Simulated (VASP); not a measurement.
# TaN: relaxation of cell and atoms with PBEsol

The system is TaN.

```
CELL_PARAMETERS angstrom
5.03667 0.00000 0.00000
-2.51834 4.36189 0.00000
0.00000 0.00000 2.84620
ATOMIC_POSITIONS crystal
Ta 0.00000 0.00000 0.00000
Ta 0.33333 0.66667 0.50000
Ta 0.66667 0.33333 0.50000
N 0.50000 0.00000 0.00000
N 0.50000 0.50000 0.00000
N 0.00000 0.50000 0.00000
```

```json
{
  "Program": "VASP 6.6.1",
  "Task": "relaxation of cell and atoms",
  "Functional": "PBEsol",
  "Potentials or basis": "VASP PAW PBE potentials, release 64 (Ta_pv, N)",
  "Cutoff": "600 eV",
  "k mesh": "12 × 12 × 12",
  "Occupations": "gaussian, width 0.1 eV",
  "Spin": "no spin polarisation",
  "Target pressure": "30 GPa",
  "Dipole correction": "no",
  "Further INCAR settings": "ALGO = Normal; EDIFF = 1e-06; IBRION = 2; EDIFFG = -0.008; NSW = 70; ISIF = 3"
}
```

```yaml
Relaxed_volume: 10.47 Å³/atom
Relaxed_cell: a = 5.024 Å, b = 5.024 Å, c = 2.873 Å, α = 90.00°, β = 90.00°, γ = 120.00°
Space_group_after_relaxing_to_0.1_Å: P6/mmm (No. 191)
Energy_change_on_relaxing_the_run_minimises_the_enthalpy: -10.6 meV/atom
Ionic_steps: 5
Pressure_after_relaxing: 30.0 GPa
Band_gap_on_the_k_mesh: zero (bands 24 and 25 overlap by 2.44 eV)
```

The path:
| step | energy change (eV) | largest force (eV/Å) | pressure (GPa) | volume (Å³) |
| --- | --- | --- | --- | --- |
| 1 | 0.0000 | 0.0000 | 33.15 | 62.53 |
| 2 | -0.2944 | 0.0000 | 18.53 | 64.39 |
| 3 | -0.1065 | 0.0000 | 28.85 | 63.05 |
| 4 | -0.0418 | 0.0000 | 30.50 | 62.69 |
| 5 | -0.0637 | 0.0000 | 29.95 | 62.80 |

Final structure:
```
CELL_PARAMETERS angstrom
5.02435 0.00000 0.00000
-2.51217 4.35121 0.00000
0.00000 0.00000 2.87271
ATOMIC_POSITIONS crystal
Ta 0.00000 0.00000 0.00000
Ta 0.33333 0.66667 0.50000
Ta 0.66667 0.33333 0.50000
N 0.50000 0.00000 0.00000
N 0.50000 0.50000 0.00000
N 0.00000 0.50000 0.00000
```

Levels at points of the mesh, in eV from the Fermi level:
```
           k point  band 20  band 21  band 22  band 23  band 24  band 25  band 26  band 27  band 28
(0.00, 0.00, 0.00)    -2.99    -2.99    -2.64    -2.11    -1.40    -1.40     0.65     0.65     1.66
(0.50, 0.00, 0.00)    -5.01    -3.69    -2.85    -1.76    -0.62     1.55     1.95     1.98     2.39
(0.00, 0.00, 0.50)    -4.18    -3.18    -3.18    -2.04     0.98     0.98     1.34     2.13     2.93
(0.50, 0.00, 0.50)    -4.79    -3.62    -3.46    -2.38    -1.31     1.14     1.55     3.20     3.63
```

Run time: 19 min on 1 thread of Intel Xeon 8259CL, with other jobs on the host, peak memory 0.37 GiB.

Caveat: the cell is relaxed towards a set pressure, so the run minimises the enthalpy, not the energy; the PAW data sets were made with another functional, which shifts forces and pressure a little; spin-orbit coupling is left out, which moves the levels of the heavy elements. Zero-point motion and thermal expansion aren't in these numbers.
